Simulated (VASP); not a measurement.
The system is Ge2Sb2Te5.

```
Te Sb Ge
1.0
     6.83914   -3.06601    0.00000
     6.83914    3.06601    0.00000
    -6.83098    0.00000    6.84761
Te Sb Ge
5 2 2
Direct
  0.59470 0.59470 0.38643
  0.79529 0.79529 0.19611
  0.00832 0.00832 0.00643
  0.20652 0.20652 0.80980
  0.39996 0.39996 0.59712
  0.90171 0.90171 0.58787
  0.11187 0.11187 0.41735
  0.28429 0.28429 0.18783
  0.49734 0.49734 0.01104
```

Base run:

* Program: VASP 6.6.1
* Functional: PBE
* Potentials or basis: VASP PAW PBE potentials, release 64 (Te, Sb, Ge_d)
* Cutoff: 520 eV
* k mesh: 5 × 5 × 4
* Occupations: gaussian, width 0.011 eV
* Spin: no spin polarisation

Its results: band gap on the k mesh 0.25 eV, indirect (least direct gap 0.32 eV); pressure -0.1 GPa; largest force 0.188 eV/Å.

Q: The run is repeated on the same cell with these changes: functional from PBE to PBEsol; occupations from gaussian, width 0.011 eV to fermi-dirac, width 0.05 eV. What comes out?

A: Band gap on the k mesh 0.25 eV, indirect (least direct gap 0.32 eV); pressure -2.4 GPa; largest force 0.208 eV/Å.

Caveats: spin-orbit coupling is left out, which moves the levels of the heavy elements; the PAW data sets were made with another functional, which shifts forces and pressure a little (some runs).

A k mesh can miss the band edges.
